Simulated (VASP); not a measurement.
**MgB2: relaxation of cell and atoms with PBEsol**

MgB2:

```
Mg B
1.0
     3.08500    0.00000    0.00000
    -1.54250    2.67169    0.00000
     0.00000    0.00000    3.52300
Mg B
1 2
Direct
  0.00000 0.00000 0.00000
  0.66667 0.33333 0.50000
  0.33333 0.66667 0.50000
```

```
Program                : VASP 6.6.1
Task                   : relaxation of cell and atoms
Functional             : PBEsol
Potentials or basis    : VASP PAW PBE potentials, release 64 (Mg, B)
Cutoff                 : 600 eV
k mesh                 : 10 × 10 × 8
Occupations            : fermi-dirac, width 0.05 eV
Spin                   : no spin polarisation
Target pressure        : 10 GPa
Dipole correction      : no
Further INCAR settings : ALGO = Normal; EDIFF = 1e-06; IBRION = 2; EDIFFG = -0.005; NSW = 80; ISIF = 3
```

```yaml
Relaxed_volume: 8.91 Å³/atom
Relaxed_cell: a = 3.023 Å, b = 3.023 Å, c = 3.378 Å, α = 90.00°, β = 90.00°, γ = 120.00°
Space_group_after_relaxing_to_0.05_Å: P6/mmm (No. 191)
Energy_change_on_relaxing_the_enthalpy_is_what_falls: +14.6 meV/atom
Ionic_steps: 5
Pressure_after_relaxing: 10.0 GPa
Band_gap_on_the_k_mesh: zero (band 4 reaches 7.09 eV, above the bottom of band 5 at 4.28 eV)
```

Step by step:
| step | energy change (eV) | largest force (eV/Å) | pressure (GPa) | volume (Å³) |
| --- | --- | --- | --- | --- |
| 1 | 0.0000 | 0.0000 | -3.05 | 29.04 |
| 2 | 0.1290 | 0.0000 | 17.88 | 25.85 |
| 3 | 0.0420 | 0.0000 | 10.03 | 26.86 |
| 4 | 0.0416 | 0.0000 | 10.03 | 26.78 |
| 5 | 0.0437 | 0.0000 | 10.03 | 26.73 |

Final structure:
```cif
data_structure
_symmetry_space_group_name_H-M 'P 1'
_symmetry_Int_Tables_number 1
_cell_length_a 3.0228
_cell_length_b 3.0228
_cell_length_c 3.3781
_cell_angle_alpha 90.000
_cell_angle_beta 90.000
_cell_angle_gamma 120.000
_cell_volume 26.73
loop_
_atom_site_label
_atom_site_type_symbol
_atom_site_fract_x
_atom_site_fract_y
_atom_site_fract_z
_atom_site_occupancy
Mg1 Mg 0.00000 0.00000 0.00000 1
B1 B 0.66667 0.33333 0.50000 1
B2 B 0.33333 0.66667 0.50000 1
```

Levels at points of the mesh, in eV from the Fermi level:
| k point | band 2 | band 3 | band 4 | band 5 | band 6 | band 7 |
| --- | --- | --- | --- | --- | --- | --- |
| (0.00, 0.00, 0.00) | -2.92 | 0.28 | 0.28 | 2.12 | 6.37 | 6.37 |
| (0.50, 0.00, 0.00) | -8.26 | -2.39 | 0.28 | 3.35 | 3.82 | 5.94 |
| (0.00, 0.00, 0.50) | -7.85 | 0.74 | 0.74 | 6.69 | 6.69 | 8.13 |
| (0.50, 0.00, 0.50) | -7.22 | -3.88 | -2.06 | -1.46 | 6.04 | 9.21 |

Run time: 100 s on 1 thread of AMD EPYC 7R13, with other jobs on the host, peak memory 0.15 GiB.

Caveat: the cell is relaxed towards a set pressure, so the enthalpy falls and the energy may rise; the PAW data sets were made with another functional, which shifts forces and pressure a little.
